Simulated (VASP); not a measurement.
Set up this calculation in VASP 6.6.1, as the native input.

* Task: relaxation of cell and atoms
* Functional: PBE
* Dispersion: D4
* Potentials or basis: VASP PAW PBE potentials, release 64 (B, As)
* Cutoff: 500 eV
* k mesh: 8 × 8 × 8
* Occupations: methfessel-paxton, width 0.02 eV
* Spin: no spin polarisation
* Dipole correction: no
* Further INCAR settings: ALGO = Normal; EDIFF = 1e-07; IBRION = 2; EDIFFG = -0.03; NSW = 80; ISIF = 3

The structure of BAs lies in POSCAR:

```
BAs
1.0
    0.0000000000      2.3885000000      2.3885000000
    2.3885000000      0.0000000000      2.3885000000
    2.3885000000      2.3885000000      0.0000000000
B As
1 1
Direct
    0.0000000000      0.0000000000      0.0000000000
    0.7500000000      0.7500000000      0.7500000000
```

One way to write it, as run:

INCAR

```
SYSTEM = BAs
ALGO = Normal
EDIFF = 1E-7
EDIFFG = -0.03
ENCUT = 500
GGA = PE
GGA_COMPAT = .FALSE.
IBRION = 2
ISIF = 3
ISMEAR = 1
IVDW = 13
LASPH = .TRUE.
LCHARG = .FALSE.
LREAL = .FALSE.
LWAVE = .FALSE.
NELM = 120
NELMIN = 4
NSW = 80
PREC = Accurate
SIGMA = 0.02
```

KPOINTS

```
k-points
0
G
  8 8 8
  0 0 0
```

Potentials or basis: VASP PAW PBE potentials, release 64 (B, As).

Launch:

```bash
$ cat potpaw_PBE.64/B/POTCAR potpaw_PBE.64/As/POTCAR > POTCAR
$ mpirun -np 1 vasp_std > vasp.out
```

It gave:

The relaxed volume is 13.53 Å³/atom and the relaxed cell is a = 3.370 Å, b = 3.370 Å, c = 3.370 Å, α = 60.00°, β = 60.00°, γ = 60.00°. The space group after relaxing (to 0.1 Å) is F-43m (No. 216). The energy gained by relaxing is 0.3 meV/atom and the ionic steps are 3. The pressure after relaxing is 0.0 GPa, the band gap on the k mesh is 1.18 eV (least direct gap 3.28 eV) and the dispersion energy per atom is -0.378 eV.

Wall time 17 s on 1 thread of Intel(R) Xeon(R) Platinum 8375C CPU @ 2.90GHz (Ice Lake), on a shared host, peak memory 0.16 GiB.
